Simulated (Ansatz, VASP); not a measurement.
## HfO2 in VASP and in Ansatz

```
Hf O
1.0
     0.00000    2.45331    2.55931
     2.45331    0.00000    2.55931
     2.45331    2.45331    0.00000
Hf O
1 2
Direct
  0.00000 0.00000 0.00000
  0.25000 0.25000 0.25000
  0.75000 0.75000 0.75000
```

Change from the starting cell: epitaxial_xy strain -3.0%.

Alike in both runs: task single point; functional r2SCAN; k mesh 8 × 8 × 8; non-collinear spin, spin-orbit coupling.

```csv
,VASP,Ansatz
version,VASP 6.6.1,Ansatz 0.2.0
potentials or method,"VASP PAW PBE potentials, release 64 (Hf_pv, O)","plane waves, PAW"
plane-wave cutoff (eV),520,500
occupations,"gaussian, width 0.01 eV",fixed
valence electrons in the cell,22,38
```

|  | VASP | Ansatz | Ansatz less VASP |
| --- | --- | --- | --- |
| pressure (GPa) | 10.6 | 14.5 | +3.93 |
| traceless stress, the component that is largest in VASP (GPa) | -15.08 | -14.84 | +0.242 |
| net moment per atom (μB) | 0.00 | 0.00 | 0.000 |

VASP's potentials were made for PBE, not for r2SCAN. VASP's potentials hold 22 valence electrons a cell and Ansatz's 38, so a difference there can come from the potentials and not from the codes.
